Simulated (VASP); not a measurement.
# Ir3F in VASP: notebook

Ir3F is run at these levels: PBE; tasks: single point.

Program: VASP 6.6.1. These are calculated values, not measurements. Logs are shortened: lines on timing, memory, paths and dates and some standing lists are left out, and cuts for length are marked.

### 1 The cell of the first run

The cell holds a slab with vacuum, 4 atoms: a = 2.737 Å, b = 2.737 Å, c = 19.188 Å, α = 90.00°, β = 90.00°, γ = 90.00°.

### 2 Single point, PBE

Contents of INCAR:

```
SYSTEM = Ir3F
PREC = Accurate
ENCUT = 520
EDIFF = 1E-6
ISMEAR = 0
SIGMA = 0.1
LREAL = .False.
LASPH = .True.
NELM = 120
ALGO = Normal
ISIF = 2
LWAVE = .False.
LCHARG = .False.
LDIPOL = .True.
IDIPOL = 3
DIPOL = 0.5 0.5 0.351
GGA = PE
NBANDS = 37
GGA_COMPAT = .False.
NELMDL = -8
```

Contents of KPOINTS:

```
Automatic mesh
0
Gamma
  10 10 1
  0 0 0
```

Contents of POSCAR:

```
Ir3F
1.0
    2.7367600872      0.0000000000      0.0000000000
    0.0000000000      2.7367600872      0.0000000000
    0.0000000000      0.0000000000     19.1883373424
Ir F
3 1
Direct
    0.5000000000      0.5000000000      0.2084599582
    0.0000000000      0.0000000000      0.3045662607
    0.5000000000      0.5000000000      0.4006776202
    0.5000000000      0.8333333333      0.4911145645
```

Potentials or basis: VASP PAW PBE potentials, release 64 (Ir_sv_GW, F).

Started as:

```
> cat potpaw_PBE.64/Ir_sv_GW/POTCAR potpaw_PBE.64/F/POTCAR > POTCAR
> mpirun -np 1 vasp_std > vasp.out
```

OUTCAR:

```text
SYSTEM = Ir3F
   PREC = Accurate
   ENCUT = 520
   EDIFF = 1E-6
   ISMEAR = 0
   LREAL = .False.
   LASPH = .True.
   NELM = 120
   ISIF = 2
   GGA = PE
   NELMDL = -8

 ion  position               nearest neighbor table
   1  0.500  0.500  0.208-   2 2.67   2 2.67   2 2.67   2 2.67
   2  0.000  0.000  0.305-   1 2.67   1 2.67   1 2.67   1 2.67   3 2.67   3 2.67   3 2.67   3 2.67

   3  0.500  0.500  0.401-   4 1.96   4 2.52   2 2.67   2 2.67   2 2.67   2 2.67
   4  0.500  0.833  0.491-   3 1.96   3 2.52

  LATTYP: Found a simple tetragonal cell.
 ALAT       =     2.7367600872
 C/A-ratio  =     7.0113333763

  Lattice vectors:

 A1 = (   2.7367600872,   0.0000000000,   0.0000000000)
 A2 = (   0.0000000000,   2.7367600872,   0.0000000000)
 A3 = (   0.0000000000,   0.0000000000,  19.1883373424)

Analysis of symmetry for initial positions (statically):
=====================================================================
 Subroutine PRICEL returns:
 Original cell was already a primitive cell.

 Routine SETGRP: Setting up the symmetry group for a
 simple tetragonal supercell.

 Subroutine GETGRP returns: Found  2 space group operations
 (whereof  2 operations were pure point group operations)
 out of a pool of 16 trial point group operations.

The static configuration has the point symmetry C_1h.

Analysis of symmetry for dynamics (positions and initial velocities):
=====================================================================
 Subroutine PRICEL returns:
 Original cell was already a primitive cell.

 Routine SETGRP: Setting up the symmetry group for a
 simple tetragonal supercell.

 Subroutine GETGRP returns: Found  2 space group operations
 (whereof  2 operations were pure point group operations)
 out of a pool of 16 trial point group operations.

The dynamic configuration has the point symmetry C_1h.

 Subroutine INISYM returns: Found  2 space group operations
 (whereof  2 operations are pure point group operations),
 and found     1 'primitive' translations

----------------------------------------------------------------------------------------

                                     Primitive cell

  volume of cell :     143.7179

  direct lattice vectors                    reciprocal lattice vectors
     2.736760087  0.000000000  0.000000000     0.365395566  0.000000000  0.000000000
     0.000000000  2.736760087  0.000000000     0.000000000  0.365395566  0.000000000
     0.000000000  0.000000000 19.188337342     0.000000000  0.000000000  0.052114990

[... 95 lines left out ...]
   POTIM  = 0.5000    time-step for ionic-motion
   TEBEG  =    0.0;   TEEND  =   0.0 temperature during run
   PSTRESS=    0.0 pullay stress
   NELECT =      58.0000    total number of electrons
   NUPDOWN=      -1.0000    fix difference up-down
   EMIN   =  10.00;   EMAX   =-10.00  energy-range for DOS
   EFERMI =   0.00;   METHOD = LEGACY
   ISMEAR =     0;   SIGMA  =   0.10  broadening in eV -4-tet -1-fermi 0-gaus
   EFERMI_NEDOS =   21; number of points for ismear=-14 and -15
   IALGO  =     38    algorithm
   IMIX   =      4    mixing-type and parameters
     AMIX     =   0.40;   BMIX     =  1.00
     AMIX_MAG =   1.60;   BMIX_MAG =  1.00
  volume/ion in A,a.u.               =      35.93       242.46
  Fermi-wavevector in a.u.,A,eV,Ry     =   1.209801  2.286192 19.913734  1.463618
  Thomas-Fermi vector in A             =   2.345367
   LORBIT       =      0    0 simple, 1 ext, 2 COOP (PROOUT), +10 PAW based schemes
   GGA     = PE    functional components
   LHFCALC =     F    Hartree Fock is set to
   AEXX    =    0.0000 exact exchange contribution
   IVDW    =     0    specifies the selected vdW correction
   LEPSILON=     F    determine dielectric tensor
   LRPA    =     F    only Hartree local field effects (RPA)
 non-spin polarized calculation
 Gauss-broadening in eV      SIGMA  =   0.10
  energy-cutoff  :      520.00
  volume of cell :      143.72
 maximum number of plane-waves:      3910
   NGX = 11   NGY = 11   NGZ = 71

 dipolmoment           0.000000      0.000000     -0.014555 electrons x Angstroem

 number of electron      58.0000008 magnetization

 dipolmoment           0.000000      0.000000      0.115679 electrons x Angstroem

 Free energy of the ion-electron system (eV)
  ---------------------------------------------------
  ext. energy  EPLUGINS =         0.00000000
  ---------------------------------------------------
  free energy    TOTEN  =       -29.60125420 eV

  energy without entropy =      -29.58450328  energy(sigma->0) =      -29.59287874

 E-fermi :  -0.5342     XC(G=0):  -5.8556

 val. band max:       -0.5502089378   @ k =   0.2000   0.1000   0.0000
 cond. band min:      -0.5301215006   @ k =  -0.3000   0.5000   0.0000
 fundamental gap:      0.0200874372
 Fermi energy:        -0.5341763243

 k-point     1 :       0.0000    0.0000    0.0000
  band No.  band energies     occupation
      1     -93.6640      2.00000
      2     -93.3704      2.00000
      3     -92.5628      2.00000
      4     -50.6463      2.00000
      5     -50.3557      2.00000
      6     -50.3553      2.00000
[... 949 lines left out ...]
     36       7.8537      0.00000
     37       8.3438      0.00000

 [... further k-points ...]

------------------------ aborting loop because EDIFF is reached ----------------------------------------

 vacuum level on the upper side and lower side of the slab       (xc-potential included)         1.349        -1.369

  FORCE on cell =-STRESS in cart. coord.  units (eV):
  Direction    XX          YY          ZZ          XY          YZ          ZX
  --------------------------------------------------------------------------------------
  -------------------------------------------------------------------------------------
  Total       -1.5343009     -2.1467287      0.1869066      0.0000000      0.5942900      0.0000000
  in kB      -17.1044972    -23.9318870      2.0836484      0.0000000      6.6251876      0.0000000
  external PRESSURE =     -12.9842453 kB  Pullay stress =       0.0000000 kB

 VOLUME and BASIS-vectors are now :
 -----------------------------------------------------------------------------
  energy-cutoff  :      520.00
  volume of cell :      143.72
      direct lattice vectors                 reciprocal lattice vectors
     2.736760087  0.000000000  0.000000000     0.365395566  0.000000000  0.000000000
     0.000000000  2.736760087  0.000000000     0.000000000  0.365395566  0.000000000
     0.000000000  0.000000000 19.188337342     0.000000000  0.000000000  0.052114990

 POSITION                                       TOTAL-FORCE (eV/Angst)
 -----------------------------------------------------------------------------------
      1.36838      1.36838      4.00000         0.000000     -0.284996     -0.071244
      0.00000      0.00000      5.84412         0.000000      0.403749     -0.309959
      1.36838      1.36838      7.68834         0.000000     -0.287039      0.302929
      1.36838      2.28063      9.42367         0.000000      0.168286      0.078273
 -----------------------------------------------------------------------------------
    total drift:                                0.000000      0.000181      0.000541

  FREE ENERGIE OF THE ION-ELECTRON SYSTEM (eV)
  ---------------------------------------------------
  free  energy   TOTEN  =       -29.6012541985 eV

  energy  without entropy=      -29.5845032834  energy(sigma->0) =      -29.59287874

 vacuum level on the upper side and lower side of the slab         7.520         4.727
```

stdout:

```text
POSCAR found type information on POSCAR IrF
 POSCAR found :  2 types and       4 ions
 scaLAPACK will be used
 LDA part: xc-table for (Slater+PW92), standard interpolation
 POSCAR, INCAR and KPOINTS ok, starting setup
 FFT: planning ... GRIDC
 FFT: planning ... GRID_SOFT
 FFT: planning ... GRID
 WAVECAR not read
 entering main loop
```

It took 8.9 min on 1 thread of Intel Xeon Platinum 8488C (Sapphire Rapids), shared host; peak memory 0.32 GiB.

What came out:

* Free energy: -29.6013 eV
* Largest force: 0.509 eV/Å
* Band gap on the k mesh: zero (bands 29 and 30 overlap by 1.84 eV)

Forces in eV/Å, atoms in the order of the input:
```
Ir   0.000 -0.285 -0.071
Ir   0.000  0.404 -0.310
Ir   0.000 -0.287  0.303
F    0.000  0.168  0.078
```

Levels at points of the mesh, in eV from the Fermi level:
```csv
k point,band 27,band 28,band 29,band 30,band 31,band 32
"(0.00, 0.00, 0.00)",-1.11,-0.80,-0.70,0.24,0.67,0.98
"(0.50, 0.00, 0.00)",-1.08,-0.52,0.54,0.56,1.08,1.14
"(0.00, 0.50, 0.00)",-0.70,-0.52,0.56,0.56,0.87,1.62
"(0.50, 0.50, 0.00)",0.47,1.16,1.18,1.67,2.19,3.81
```

Caveat: spin-orbit coupling is left out, which moves the levels of the heavy elements.

### 3 Single point, PBE

Contents of INCAR:

```
PREC = Accurate ; ENCUT = 520
EDIFF = 1E-6 ; ISMEAR = 0
SIGMA = 0.1 ; LREAL = False
LASPH = True ; NELM = 120
ALGO = Normal ; ISIF = 2
LWAVE = False ; LCHARG = False
LDIPOL = True ; IDIPOL = 3
DIPOL = 0.5 0.5 0.353 ; GGA = PE
NBANDS = 37 ; GGA_COMPAT = False
NELMDL = -8
```

Contents of KPOINTS:

```
regular mesh
0
Gamma
  10 10 1
```

Edit POSCAR of step 2 so:

```diff
@@ -11,2 +11,2 @@
     0.5000000000      0.5000000000      0.4006776202
-    0.5000000000      0.8333333333      0.4911145645
+    0.5000000000      0.6666666667      0.4971597545
```

Potentials or basis: VASP PAW PBE potentials, release 64 (Ir_sv_GW, F).

Started as:

```
> cat potpaw_PBE.64/Ir_sv_GW/POTCAR potpaw_PBE.64/F/POTCAR > POTCAR
> mpirun -np 1 vasp_std > vasp.out
```

Run time: 11 min. Hardware: 1 thread of AMD EPYC 7R43 (Zen 3), shared host; peak memory 0.29 GiB.

The run converged. Its results:

```yaml
Free_energy: -29.6970 eV
Largest_force: 0.436 eV/Å
Band_gap_on_the_k_mesh: zero (bands 29 and 30 overlap by 2.30 eV)
```

Forces on the atoms (eV/Å):
```
Ir   0.000 -0.178 -0.233
Ir   0.000  0.181 -0.082
Ir   0.000  0.395  0.185
F    0.000 -0.399  0.131
```

Levels at points of the mesh, in eV from the Fermi level:
```tsv
k point	band 26	band 27	band 28	band 29	band 30	band 31	band 32	band 33
(0.00, 0.00, 0.00)	-1.07	-0.86	-0.78	-0.69	0.28	0.90	1.04	1.13
(0.50, 0.00, 0.00)	-1.68	-1.02	-0.44	0.58	0.76	1.06	1.12	2.64
(0.00, 0.50, 0.00)	-1.64	-0.87	-0.32	0.59	0.81	0.97	1.27	2.65
(0.50, 0.50, 0.00)	0.22	0.28	1.21	1.62	1.76	2.24	4.00	4.24
```

Caveat: spin-orbit coupling is left out, which moves the levels of the heavy elements.

The gap in the log of VASP goes by the Fermi energy; the results here count the filled bands.